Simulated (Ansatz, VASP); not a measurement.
Two plane-wave programs on Al

The input INCAR:

```
PREC     = Accurate       # precision mode
ENCUT    = 500            # plane-wave cutoff, eV
EDIFF    = 1E-6           # SCF threshold, eV
ISMEAR   = 0              # smearing method
SIGMA    = 0.1            # smearing width, eV
LREAL    = False          # projectors in reciprocal space
LASPH    = True           # aspherical terms in the spheres
NELM     = 120            # most SCF steps
ALGO     = Normal         # electronic algorithm
ISIF     = 2              # what is computed and relaxed
LWAVE    = False          # write WAVECAR
LCHARG   = False          # write CHGCAR
NBANDS   = 8              # bands
GGA_COMPAT= False
```

The input KPOINTS:

```
Automatic mesh
0
Gamma
  18 18 18
```

File POSCAR:

```
Al
1.0
    0.0000000000      1.9301562192      1.9301562192
    1.9301562192      0.0000000000      1.9301562192
    1.9301562192      1.9301562192      0.0000000000
Al
1
Direct
    0.0000000000      0.0000000000      0.0000000000
```

Input for Ansatz:

```yaml
crystal:
  lattice:
    - [0.0, 1.9301562192, 1.9301562192]
    - [1.9301562192, 0.0, 1.9301562192]
    - [1.9301562192, 1.9301562192, 0.0]
  atoms:
    - { symbol: Al, position: [0.0, 0.0, 0.0] }
basis:
  ecutwfc: 420
kpoints:
  mp_grid: { grid: [18, 18, 18] }
hamiltonian:
  xc: lda
  pseudopotentials: { kind: paw }
scf:
  occupations: { method: gaussian, width: 0.1 }
output:
  forces: true
  stress: true
  eigenvalues: true
  write_density: true
  write_potential: true
  elf: true
  volumetric_format: npy
```

Alike in both runs: task single point; functional LDA; k mesh 18 × 18 × 18; occupations gaussian, width 0.1 eV; no spin polarisation.

|  | VASP | Ansatz |
| --- | --- | --- |
| version | VASP 6.6.1 | Ansatz 0.2.0 |
| potentials or method | VASP PAW LDA potentials, release 64 (Al), cutoff 500 eV | scalar-relativistic, plane waves, PAW |
| valence electrons in the cell | 3 | 3 |

```tsv
	VASP	Ansatz	Ansatz less VASP
gap on the k mesh at the Fermi level (eV)	none	none	-
pressure (GPa)	9.8	9.7	-0.15
```

LDA's correlation is that of Perdew and Zunger in VASP and of Perdew and Wang (1992) in Ansatz. A gap of «none» marks a metal or a gap that the smearing closes.
